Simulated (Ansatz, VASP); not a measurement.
Two plane-wave programs on AlGa3N4

```
Al Ga N
1.0
     0.00000   -4.46763    0.00000
     0.00000    0.00000   -4.46763
     8.93526   -1.11691   -1.11691
Al Ga N
2 6 8
Direct
  0.79656 0.79656 0.81375
  0.92156 0.92156 0.31375
  0.48406 0.98406 0.06375
  0.35906 0.85906 0.56375
  0.98406 0.48406 0.06375
  0.85906 0.35906 0.56375
  0.29656 0.29656 0.81375
  0.42156 0.42156 0.31375
  0.19715 0.70721 0.19127
  0.07215 0.58221 0.69127
  0.70721 0.19715 0.19127
  0.58221 0.07215 0.69127
  0.01091 0.01091 0.93623
  0.13591 0.13591 0.43623
  0.52097 0.52097 0.93623
  0.64597 0.64597 0.43623
```

Alike in both runs: task single point; functional PBEsol; k mesh 6 × 6 × 3; occupations gaussian, width 0.05 eV; no spin polarisation.

|  | VASP | Ansatz |
| --- | --- | --- |
| version | VASP 6.6.1 | Ansatz 0.2.0 |
| potentials or method | VASP PAW PBE potentials, release 64 (Al, Ga_d, N), cutoff 520 eV | scalar-relativistic, plane waves, PAW |
| valence electrons in the cell | 124 | 124 |

|  | VASP | Ansatz | Ansatz less VASP |
| --- | --- | --- | --- |
| gap on the k mesh at the Fermi level (eV) | none | none | - |
| pressure (GPa) | -1.6 | -1.5 | +0.07 |
| traceless stress, the component that is largest in VASP (GPa) | 9.84 | 9.84 | +0.002 |
| rms of the force components (eV/Å) | 0.369 | 0.372 | +0.0023 |

VASP's potentials were made for PBE, not for PBEsol. Atom by atom the forces differ by 0.009 eV/Å (rms over components). A gap of «none» marks a metal or a gap that the smearing closes.
